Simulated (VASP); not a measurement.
A run of VASP 6.6.1 is set up as follows.

File INCAR:

```
ALGO = Fast ; EDIFF = 1E-6
ENCUT = 520 ; GGA = PE
ISIF = 2 ; ISMEAR = 0
LASPH = T ; LCHARG = F
LREAL = F ; LWAVE = F
NBANDS = 11 ; NELM = 60
PREC = Accurate ; SIGMA = 0.15
```

The input KPOINTS:

```
k-points
0
Gamma
  26 26 26
```

POSCAR

```
Pt
1.0
    0.0000000000      1.9354286780      2.0843078071
    1.9354286780      0.0000000000      2.0843078071
    1.9354286780      1.9354286780      0.0000000000
Pt
1
Direct
    0.0000000000      0.0000000000      0.0000000000
```

Potentials or basis: VASP PAW PBE potentials, release 64 (Pt).

Launch:

```bash
$ cat potpaw_PBE.64/Pt/POTCAR > POTCAR
$ mpirun -np 1 vasp_std > vasp.out
```

(1) What does it give for the pressure?

(2) What does it give for the band gap on the k mesh?

Results:

(1) 0.7 GPa.

(2) zero (band 5 reaches 11.45 eV, above the bottom of band 6 at 9.02 eV).

Caveat: the cell differs from its parent crystal (strain -0.025 along x and y, +0.050 along z); spin-orbit coupling is left out, which moves the levels of the heavy elements.
